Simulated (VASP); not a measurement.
A run of VASP 6.6.1 is set up as follows.

INCAR

```
PREC = Accurate
ENCUT = 500
EDIFF = 1E-6
ISMEAR = -1
SIGMA = 0.05
LREAL = False
LASPH = True
NELM = 120
ALGO = Normal
ISIF = 2
LWAVE = False
LCHARG = False
GGA = PE
NBANDS = 17
GGA_COMPAT = False
```

KPOINTS

```
Automatic mesh
0
Gamma
  8 8 6
```

POSCAR

```
BiP
1.0
    3.8172109914      0.0000000000      0.0000000000
   -1.9086054957      3.3058016846      0.0000000000
    0.0000000000      0.0000000000      4.4219826624
Bi P
1 1
Direct
    0.0000000000      0.0000000000      0.5000000000
    0.0000000000      0.0000000000      0.0000000000
```

Potentials or basis: VASP PAW PBE potentials, release 64 (Bi_d, P).

Command:

```sh
$ cat potpaw_PBE.64/Bi_d/POTCAR potpaw_PBE.64/P/POTCAR > POTCAR
$ mpirun -np 1 vasp_std > vasp.out
```

Q: Estimate the pressure.

A: 22.1 GPa.

Q: Predict the band gap on the k mesh.

A: Zero (bands 10 and 11 overlap by 3.37 eV).

Stress tensor (GPa, compression positive):
```
 2.53  0.00  0.00
 0.00  2.53  0.00
 0.00  0.00 61.15
```

Caveat: the stress differs along the axes, from 3 to 61 GPa; spin-orbit coupling is left out, which moves the levels of the heavy elements; this functional lacks dispersion, which binds layers or chains, so the pressure and a relaxed spacing across them are unreliable.
